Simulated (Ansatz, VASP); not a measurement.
**Rh: VASP beside Ansatz**

```
Rh
1.0
     2.81291    0.00000    0.00000
    -1.40645    2.43605    0.00000
     0.00000    0.00000    4.56134
Rh
2
Cartesian
  1.4065 0.8120 3.4210
  0.0000 1.6240 1.1403
```

Change from the starting cell: strain +0.030 along x and y, +0.030 along z, atoms carried along.

Alike in both runs: task single point; functional PBEsol; k mesh 21 × 21 × 12; occupations gaussian, width 0.15 eV; no spin polarisation.

|  | VASP | Ansatz |
| --- | --- | --- |
| version | VASP 6.6.1 | Ansatz 0.2.0 |
| potentials or method | VASP PAW PBE potentials, release 64 (Rh_pv), cutoff 520 eV | scalar-relativistic, plane waves, PAW |
| valence electrons in the cell | 30 | 34 |

|  | VASP | Ansatz | Ansatz less VASP |
| --- | --- | --- | --- |
| gap on the k mesh at the Fermi level (eV) | none | none | - |
| pressure (GPa) | -28.8 | -28.8 | 0.00 |
| traceless stress, the component that is largest in VASP (GPa) | -1.07 | -1.07 | -0.002 |

VASP's potentials were made for PBE, not for PBEsol. A gap of «none» marks a metal or a gap that the smearing closes. Both programs put the cell under strong tension, so it lies far from rest at this level. VASP's potentials hold 30 valence electrons a cell and Ansatz's 34, so a difference there can come from the potentials and not from the codes.
